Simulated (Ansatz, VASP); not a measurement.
## AgCl in VASP and in Ansatz

File POSCAR:

```
AgCl
1.0
    0.0000000000      2.9118430048      2.9118430048
    2.9118430048      0.0000000000      2.9118430048
    2.9118430048      2.9118430048      0.0000000000
Ag Cl
1 1
Direct
    0.0000000000      0.0000000000      0.0000000000
    0.5000000000      0.5000000000      0.5000000000
```

Contents of INCAR.step1:

```
PREC = Accurate
ENCUT = 520
ISMEAR = 0
SIGMA = 0.01
LREAL = False
LASPH = True
NELM = 80
NBANDS = 16
GGA = PE
ALGO = Normal
EDIFF = 1E-4
LWAVE = True
LCHARG = False
```

File INCAR.step2:

```
PREC = Accurate
ENCUT = 520
EDIFF = 1E-6
ISMEAR = 0
SIGMA = 0.01
LREAL = False
LASPH = True
NELM = 80
ALGO = Normal
ISIF = 2
LWAVE = False
LCHARG = True
METAGGA = R2SCAN
LMIXTAU = True
LELF = True
LVHAR = True
NBANDS = 16
ISTART = 1
```

KPOINTS

```
Automatic mesh
0
Gamma
  8 8 8
```

Input for Ansatz:

```yaml
crystal:
  lattice:
    - [0.0, 2.9118430048, 2.9118430048]
    - [2.9118430048, 0.0, 2.9118430048]
    - [2.9118430048, 2.9118430048, 0.0]
  atoms:
    - { symbol: Ag, position: [0.0, 0.0, 0.0] }
    - { symbol: Cl, position: [0.5, 0.5, 0.5] }
kpoints:
  mp_grid: { grid: [8, 8, 8] }
  band_path:
    path:
      - [0.0, 0.0, 0.0]
      - [0.5, 0.0, 0.5]
      - [0.625, 0.25, 0.625]
      - [0.375, 0.375, 0.75]
      - [0.5, 0.5, 0.5]
      - [0.5, 0.25, 0.75]
      - [0.0375, 0.0375, 0.075]
      - [0.0, 0.0, 0.5]
    npoints: 1
hamiltonian:
  xc: r2scan
scf:
  occupations: { method: fixed }
  n_extra_bands: 4
output:
  forces: true
  stress: true
  eigenvalues: true
```

Change from the starting cell: hydrostatic strain +5.0%.

Alike in both runs: task single point; functional r2SCAN; k mesh 8 × 8 × 8; no spin polarisation.

|  | VASP | Ansatz |
| --- | --- | --- |
| version | VASP 6.6.1 | Ansatz 0.2.0 |
| potentials or method | VASP PAW PBE potentials, release 64 (Ag, Cl) | plane waves, PAW |
| plane-wave cutoff (eV) | 520 | 500 |
| occupations | gaussian, width 0.01 eV | fixed |
| valence electrons in the cell | 18 | 26 |

```csv
,VASP,Ansatz,Ansatz less VASP
gap on the k mesh at the Fermi level (eV),1.47,1.52,+0.051
pressure (GPa),-5.2,-5.1,+0.08
```

VASP's potentials were made for PBE, not for r2SCAN. VASP's potentials hold 18 valence electrons a cell and Ansatz's 26, so a difference there can come from the potentials and not from the codes.
